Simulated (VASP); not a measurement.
The system is MoPRu.

```
Mo P Ru
1.0
     6.03503    0.00000    0.00000
     0.00000    3.85311    0.00000
     0.00000    0.00000    6.94355
Mo P Ru
4 4 4
Direct
  0.02620 0.25000 0.82950
  0.47380 0.75000 0.32950
  0.52620 0.25000 0.67050
  0.97380 0.75000 0.17050
  0.75670 0.25000 0.38230
  0.74330 0.75000 0.88230
  0.25670 0.25000 0.11770
  0.24330 0.75000 0.61770
  0.14180 0.25000 0.43250
  0.35820 0.75000 0.93250
  0.64180 0.25000 0.06750
  0.85820 0.75000 0.56750
```

* Program: VASP 6.6.1
* Task: relaxation of cell and atoms
* Functional: PBEsol
* Potentials or basis: VASP PAW PBE potentials, release 64 (Mo_sv, P, Ru_pv)
* Cutoff: 600 eV
* k mesh: 4 × 4 × 4
* Occupations: gaussian, width 0.1 eV
* Spin: no spin polarisation

At the start: pressure -4.1 GPa; volume 13.46 Å³/atom.

How do energy, volume and symmetry change on relaxing?

Over 12 steps the energy falls by 4.2 meV/atom and the volume is 13.26 Å³/atom (-1.4 %); space group Pnma (No. 62, to 0.1 Å) before and after.

The path:
| step | energy change (eV) | largest force (eV/Å) | pressure (GPa) | volume (Å³) |
| --- | --- | --- | --- | --- |
| 1 | 0.0000 | 0.1163 | -4.09 | 161.46 |
| 2 | 0.1614 | 0.2358 | 11.74 | 153.56 |
| 3 | -0.0343 | 0.0876 | 0.20 | 159.08 |
| 4 | -0.0343 | 0.0879 | 0.30 | 159.03 |
| 5 | -0.0412 | 0.0937 | 0.13 | 159.11 |
| 6 | -0.0426 | 0.1139 | 0.04 | 159.17 |
| 7 | -0.0466 | 0.0902 | -0.23 | 159.30 |
| 8 | -0.0467 | 0.0985 | -0.24 | 159.31 |
| 9 | -0.0492 | 0.0649 | 0.40 | 158.93 |
| 10 | -0.0492 | 0.0612 | 0.48 | 158.89 |
| 11 | -0.0493 | 0.0414 | -0.57 | 159.44 |
| 12 | -0.0500 | 0.0244 | -0.06 | 159.17 |

Final structure:
```cif
data_structure
_symmetry_space_group_name_H-M 'P 1'
_symmetry_Int_Tables_number 1
_cell_length_a 5.9404
_cell_length_b 3.8599
_cell_length_c 6.9421
_cell_angle_alpha 90.000
_cell_angle_beta 90.000
_cell_angle_gamma 90.000
_cell_volume 159.17
loop_
_atom_site_label
_atom_site_type_symbol
_atom_site_fract_x
_atom_site_fract_y
_atom_site_fract_z
_atom_site_occupancy
Mo1 Mo 0.02371 0.25000 0.82809 1
Mo2 Mo 0.47629 0.75000 0.32809 1
Mo3 Mo 0.52371 0.25000 0.67191 1
Mo4 Mo 0.97629 0.75000 0.17191 1
P1 P 0.75294 0.25000 0.38410 1
P2 P 0.74706 0.75000 0.88410 1
P3 P 0.25294 0.25000 0.11590 1
P4 P 0.24706 0.75000 0.61590 1
Ru1 Ru 0.14015 0.25000 0.43091 1
Ru2 Ru 0.35985 0.75000 0.93091 1
Ru3 Ru 0.64015 0.25000 0.06909 1
Ru4 Ru 0.85985 0.75000 0.56909 1
```

Caveat: the k points lie up to 0.41 Å⁻¹ apart in the final cell; the PAW data sets were made with another functional, which shifts forces and pressure a little.
